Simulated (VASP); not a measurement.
# SiC (F-43m) in VASP: notebook, part 2 of 2

VASP 6.6.1.

## Step 4: Single point, LDA

This run uses another cell than the first one, of 9.57 Å³/atom, 0.982 times its volume.

INCAR reads:

```
ALGO = Normal
EDIFF = 1E-6
ENCUT = 520
GGA = CA
ISIF = 2
ISMEAR = 0
LASPH = True
LCHARG = False
LREAL = False
LWAVE = False
NBANDS = 11
NELM = 100
PREC = Accurate
SIGMA = 0.01
```

KPOINTS reads:

```
k-points
0
Gamma
  10 10 10
```

POSCAR reads:

```
SiC
1.0
    2.1227575608      2.1227575608      0.0000000000
   -2.1227575608      2.1227575608      0.0000000000
    0.0000000000      2.1227575608      2.1227575608
Si C
1 1
Direct
    0.0000000000      0.0000000000      0.0000000000
    0.7500000000      0.2500000000      0.5000000000
```

Potentials or basis: VASP PAW LDA potentials, release 64 (Si, C).

Command:

```sh
$ cat potpaw_LDA.64/Si/POTCAR potpaw_LDA.64/C/POTCAR > POTCAR
$ mpirun -np 1 vasp_std > vasp.out
```

OUTCAR:

```text
EDIFF = 1E-6
   ENCUT = 520
   GGA = CA
   ISIF = 2
   ISMEAR = 0
   LASPH = True
   LREAL = False
   NELM = 100
   PREC = Accurate

 ion  position               nearest neighbor table
   1  0.000  0.000  0.000-   2 1.84   2 1.84   2 1.84   2 1.84
   2  0.750  0.250  0.500-   1 1.84   1 1.84   1 1.84   1 1.84

  LATTYP: Found a face centered cubic cell.
 ALAT       =     4.2455151216

  Lattice vectors:

 A1 = (   0.0000000000,   2.1227575608,   2.1227575608)
 A2 = (   2.1227575608,   0.0000000000,   2.1227575608)
 A3 = (   2.1227575608,   2.1227575608,   0.0000000000)

Analysis of symmetry for initial positions (statically):
=====================================================================
 Subroutine PRICEL returns:
 Original cell was already a primitive cell.

 Routine SETGRP: Setting up the symmetry group for a
 face centered cubic supercell.

 Subroutine GETGRP returns: Found 24 space group operations
 (whereof 24 operations were pure point group operations)
 out of a pool of 48 trial point group operations.

The static configuration has the point symmetry T_d .

Analysis of symmetry for dynamics (positions and initial velocities):
=====================================================================
 Subroutine PRICEL returns:
 Original cell was already a primitive cell.

 Routine SETGRP: Setting up the symmetry group for a
 face centered cubic supercell.

 Subroutine GETGRP returns: Found 24 space group operations
 (whereof 24 operations were pure point group operations)
 out of a pool of 48 trial point group operations.

The dynamic configuration has the point symmetry T_d .

 Subroutine INISYM returns: Found 24 space group operations
 (whereof 24 operations are pure point group operations),
 and found     1 'primitive' translations

----------------------------------------------------------------------------------------

                                     Primitive cell
[... 113 lines left out ...]
  Fermi-wavevector in a.u.,A,eV,Ry     =   1.224225  2.313449 20.391403  1.498726
  Thomas-Fermi vector in A             =   2.359307
   LORBIT       =      0    0 simple, 1 ext, 2 COOP (PROOUT), +10 PAW based schemes
   GGA     = CA    functional components
   LHFCALC =     F    Hartree Fock is set to
   AEXX    =    0.0000 exact exchange contribution
   IVDW    =     0    specifies the selected vdW correction
   LEPSILON=     F    determine dielectric tensor
   LRPA    =     F    only Hartree local field effects (RPA)
 non-spin polarized calculation
 Gauss-broadening in eV      SIGMA  =   0.01
  energy-cutoff  :      520.00
  volume of cell :       19.13
 maximum number of plane-waves:       532
 NGX is ok and might be reduce to    24
   NGX = 11   NGY = 11   NGZ = 11

 number of electron       7.9999999 magnetization

 Free energy of the ion-electron system (eV)
  ---------------------------------------------------
  ext. energy  EPLUGINS =         0.00000000
  ---------------------------------------------------
  free energy    TOTEN  =       -16.58753937 eV

  energy without entropy =      -16.58753937  energy(sigma->0) =      -16.58753937

 E-fermi :   9.0318     XC(G=0): -11.8939

 val. band max:        8.9785088084   @ k =   0.0000   0.0000   0.0000
 cond. band min:      10.2123712652   @ k =   0.5000   0.5000   0.0000
 fundamental gap:      1.2338624568
 Fermi energy:         9.0318060469

 k-point     1 :       0.0000    0.0000    0.0000
  band No.  band energies     occupation
      1      -6.9633      2.00000
      2       8.9785      2.00000
      3       8.9785      2.00000
      4       8.9785      2.00000
      5      16.2032      0.00000
      6      16.7302      0.00000
      7      16.7302      0.00000
      8      16.7302      0.00000
      9      23.9032      0.00000
     10      23.9032      0.00000
     11      26.3968      0.00000
[... 309 lines left out ...]
 k-point    24 :       0.4000    0.3000    0.0000
  band No.  band energies     occupation
      1      -1.8073      2.00000
      2       1.3604      2.00000
      3       3.4389      2.00000
      4       6.5681      2.00000
      5      12.6295      0.00000
      6      18.0890      0.00000
      7      20.3332      0.00000
      8      21.1486      0.00000
      9      22.9498      0.00000
     10      25.0107      0.00000
     11      31.4097      0.00000

 [... further k-points ...]
[... 5 lines left out ...]
  --------------------------------------------------------------------------------------
  -------------------------------------------------------------------------------------
  Total        1.8450212      1.8450212      1.8450212      0.0000000      0.0000000      0.0000000
  in kB      154.5185943    154.5185943    154.5185943      0.0000000      0.0000000      0.0000000
  external PRESSURE =     154.5185943 kB  Pullay stress =       0.0000000 kB

 VOLUME and BASIS-vectors are now :
 -----------------------------------------------------------------------------
  energy-cutoff  :      520.00
  volume of cell :       19.13
      direct lattice vectors                 reciprocal lattice vectors
     2.122757561  2.122757561  0.000000000     0.235542678  0.235542678 -0.235542678
    -2.122757561  2.122757561  0.000000000    -0.235542678  0.235542678 -0.235542678
     0.000000000  2.122757561  2.122757561     0.000000000  0.000000000  0.471085355

 POSITION                                       TOTAL-FORCE (eV/Angst)
 -----------------------------------------------------------------------------------
      0.00000      0.00000      0.00000        -0.000000      0.000000     -0.000000
      1.06138      3.18414      1.06138         0.000000     -0.000000      0.000000
 -----------------------------------------------------------------------------------
    total drift:                               -0.000000      0.000000      0.000000

  FREE ENERGIE OF THE ION-ELECTRON SYSTEM (eV)
  ---------------------------------------------------
  free  energy   TOTEN  =       -16.5875393734 eV

  energy  without entropy=      -16.5875393734  energy(sigma->0) =      -16.58753937
```

stdout:

```text
POSCAR found type information on POSCAR SiC
 POSCAR found :  2 types and       2 ions
 scaLAPACK will be used
 LDA part: xc-table for (Slater(with rela. corr.)+CA(PZ))
 , standard interpolation
 POSCAR, INCAR and KPOINTS ok, starting setup
 FFT: planning ... GRIDC
 FFT: planning ... GRID_SOFT
 FFT: planning ... GRID
 WAVECAR not read
 entering main loop
```

Wall time 7.3 s (1 thread of Intel Xeon 6975P-C, shared host); peak memory 0.12 GiB.

What came out:

- Free energy: -16.5875 eV
- Pressure: 15.5 GPa
- Band gap on the k mesh: 1.23 eV, indirect (least direct gap 4.58 eV)

Levels at points of the mesh, in eV from the valence-band top:
```
           k point  band 1  band 2  band 3  band 4  band 5  band 6  band 7  band 8
(0.00, 0.00, 0.00)  -15.94    0.00    0.00    0.00    7.22    7.75    7.75    7.75
(0.50, 0.00, 0.00)  -12.02   -9.00   -1.07   -1.07    6.12    7.45    7.45   10.36
(0.50, 0.50, 0.00)  -10.46   -8.07   -3.34   -3.34    1.23    4.47   14.75   14.75
```
